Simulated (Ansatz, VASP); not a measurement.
## Two plane-wave programs on Sb2S

INCAR

```
SYSTEM = Sb2S
ALGO = Normal
EDIFF = 1E-7
EDIFFG = -0.01
ENCUT = 600
GGA = PE
IBRION = 2
ISIF = 3
ISMEAR = 0
LASPH = .True.
LCHARG = .False.
LREAL = .False.
LWAVE = .False.
NELM = 60
NSW = 100
PREC = Accurate
SIGMA = 0.1
```

The input KPOINTS:

```
k-points
0
Gamma
  6 6 6
  0 0 0
```

The input POSCAR:

```
Sb2S
1.0
    5.9361098952      0.0000000000      0.0000000000
    0.0000000000      5.9361098952      0.0000000000
    0.0000000000      0.0000000000      5.9361098952
Sb S
4 2
Direct
    0.7500000000      0.7500000000      0.7500000000
    0.2500000000      0.2500000000      0.7500000000
    0.2500000000      0.7500000000      0.2500000000
    0.7500000000      0.2500000000      0.2500000000
    0.0000000000      0.0000000000      0.0000000000
    0.5000000000      0.5000000000      0.5000000000
```

Input for Ansatz:

```yaml
crystal:
  lattice:
    - [5.9361098952, 0.0, 0.0]
    - [0.0, 5.9361098952, 0.0]
    - [0.0, 0.0, 5.9361098952]
  atoms:
    - { symbol: Sb, position: [0.75, 0.75, 0.75] }
    - { symbol: Sb, position: [0.25, 0.25, 0.75] }
    - { symbol: Sb, position: [0.25, 0.75, 0.25] }
    - { symbol: Sb, position: [0.75, 0.25, 0.25] }
    - { symbol: S, position: [0.0, 0.0, 0.0] }
    - { symbol: S, position: [0.5, 0.5, 0.5] }
basis:
  ecutwfc: 420
kpoints:
  mp_grid: { grid: [6, 6, 6] }
hamiltonian:
  xc: pbe
scf:
  occupations: { method: gaussian, width: 0.1 }
output:
  forces: true
  stress: true
  eigenvalues: true
relax:
  adjacent_minimum: "off"
  f_tol: 0.01
  max_steps: 80
  cell: { stress_tol: 0.05 }
```

Alike in both runs: task relaxation of cell and atoms; functional PBE; k mesh 6 × 6 × 6; occupations gaussian, width 0.1 eV; no spin polarisation.

```csv
,VASP,Ansatz
version,VASP 6.6.1,Ansatz 0.2.0
potentials or method,"VASP PAW PBE potentials, release 64 (Sb, S), cutoff 600 eV","scalar-relativistic, plane waves, PAW"
valence electrons in the cell,32,72
```

```tsv
	VASP	Ansatz	Ansatz less VASP
gap on the k mesh at the Fermi level, each at its own relaxed structure (eV)	none	none	-
relaxed volume (Å³/atom)	34.86	34.86	0.000
relaxed cell length with the largest relative difference (Å)	5.936	5.936	0.0000
```

A gap of «none» marks a metal or a gap that the smearing closes. VASP's potentials hold 32 valence electrons a cell and Ansatz's 72, so a difference there can come from the potentials and not from the codes.

Spin-orbit coupling is off throughout. Noted on VASP's run: the relaxation stopped at its first step, so nothing moved.
